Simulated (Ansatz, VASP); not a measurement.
**One calculation of Mg, two programs**

The input INCAR:

```
PREC = Accurate ; ENCUT = 520
EDIFF = 1E-6 ; ISMEAR = 0
SIGMA = 0.1 ; LREAL = F
LASPH = T ; NELM = 60
ALGO = Normal ; ISIF = 2
LWAVE = F ; LCHARG = T
GGA = CA ; LELF = T
LVHAR = T ; NBANDS = 7
```

Contents of KPOINTS:

```
Automatic mesh
0
Gamma
  6 6 6
```

POSCAR

```
Mg
1.0
   -1.8359916300      1.8359916300      1.6794040200
    1.8359916300     -1.8359916300      1.6794040200
    1.8359916300      1.8359916300     -1.6794040200
Mg
1
Direct
    0.0000000000      0.0000000000      0.0000000000
```

Input for Ansatz:

```yaml
crystal:
  lattice:
    - [-1.83599163, 1.83599163, 1.67940402]
    - [1.83599163, -1.83599163, 1.67940402]
    - [1.83599163, 1.83599163, -1.67940402]
  atoms:
    - { symbol: Mg, position: [0.0, 0.0, 0.0] }
basis:
  ecutwfc: 420
kpoints:
  mp_grid: { grid: [6, 6, 6] }
hamiltonian:
  xc: lda
scf:
  occupations: { method: gaussian, width: 0.1 }
output:
  forces: true
  stress: true
  eigenvalues: true
```

Alike in both runs: task single point; functional LDA; k mesh 6 × 6 × 6; occupations gaussian, width 0.1 eV; no spin polarisation.

|  | VASP | Ansatz |
| --- | --- | --- |
| version | VASP 6.6.1 | Ansatz 0.2.0 |
| potentials or method | VASP PAW LDA potentials, release 64 (Mg), cutoff 520 eV | scalar-relativistic, plane waves, PAW |
| valence electrons in the cell | 2 | 10 |

```csv
,VASP,Ansatz,Ansatz less VASP
gap on the k mesh at the Fermi level (eV),none,none,-
pressure (GPa),-1.8,-1.5,+0.32
"traceless stress, the component that is largest in VASP (GPa)",3.00,3.03,+0.032
```

LDA's correlation is that of Perdew and Zunger in VASP and of Perdew and Wang (1992) in Ansatz. A gap of «none» marks a metal or a gap that the smearing closes. VASP's potentials hold 2 valence electrons a cell and Ansatz's 10, so a difference there can come from the potentials and not from the codes.

The k mesh is coarse, so the values compare programs but aren't converged.
